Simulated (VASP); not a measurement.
Runs of VASP 6.6.1 on Sb. The structure is that of space group I4/mmm (No. 139), or close to it. The cells are those of the table. 

```csv
level,potentials or basis,cell,k mesh,cutoff (eV),share of exact exchange,screening parameter,gap on the mesh (eV),pressure (GPa)
PBE0,"VASP PAW PBE potentials, release 64 (Sb_d_GW)","a = 3.472 Å, angles 125.8, 125.8, 80.2°, 1 atom",6 × 6 × 6,400,0.25,-,none,-0.6
PBE0,"VASP PAW PBE potentials, release 64 (Sb)","a = 3.557 Å, angles 126.6, 126.6, 78.8°, 1 atom",8 × 8 × 8,520,0.25,-,none,(a)
PBEsol-based screened hybrid with 25 % exact exchange,"VASP PAW PBE potentials, release 64 (Sb_d_GW)","a = 3.511 Å, angles 126.6, 126.6, 78.8°, 1 atom",6 × 6 × 6,400,0.25,0.207 1/Å,none,-2.8
PBE-based screened hybrid with 25 % exact exchange,"VASP PAW PBE potentials, release 64 (Sb_d_GW)","a = 3.477 Å, angles 125.7, 125.7, 80.3°, 1 atom",6 × 6 × 6,400,0.25,0.3 1/Å,none,-0.5
PBE-based screened hybrid with 25 % exact exchange,"VASP PAW PBE potentials, release 64 (Sb_d_GW)","a = 3.511 Å, angles 126.6, 126.6, 78.8°, 1 atom",6 × 6 × 6,400,0.25,0.3 1/Å,none,(b)
HSE06,"VASP PAW PBE potentials, release 64 (Sb_d_GW)","a = 3.473 Å, angles 125.8, 125.8, 80.3°, 1 atom",6 × 6 × 6,400,0.25,0.2079 1/Å,none,-0.5
HF,"VASP PAW PBE potentials, release 64 (Sb_d_GW)","a = 3.603 Å, angles 127.0, 127.0, 78.3°, 1 atom",6 × 6 × 6,400,1,-,none,-0.7
PBE0,"VASP PAW PBE potentials, release 64 (Sb)","a = 3.463 Å, angles 126.6, 126.6, 78.8°, 1 atom",8 × 8 × 8,520,0.25,-,none,1.1
```

Alike in all rows: task single point; no spin polarisation; smearing fermi-dirac 0.05 eV.

Fill in the values left out.

(a) -4.1; (b) -0.8.

Caveats: some runs use coarse meshes; the PAW data sets were made with another functional, which shifts forces and pressure a little; spin-orbit coupling is left out, which moves the levels of the heavy elements; an odd number of electrons without spin polarisation forces a metal; a magnetic or distorted state may lie lower; the cell stands under tension (at least some runs).

A k mesh can miss the band edges, and the runs leave out spin-orbit coupling on Sb.

A gap of «none» marks levels without a gap at the run's occupations.

The runs don't all hold the same shells in valence.
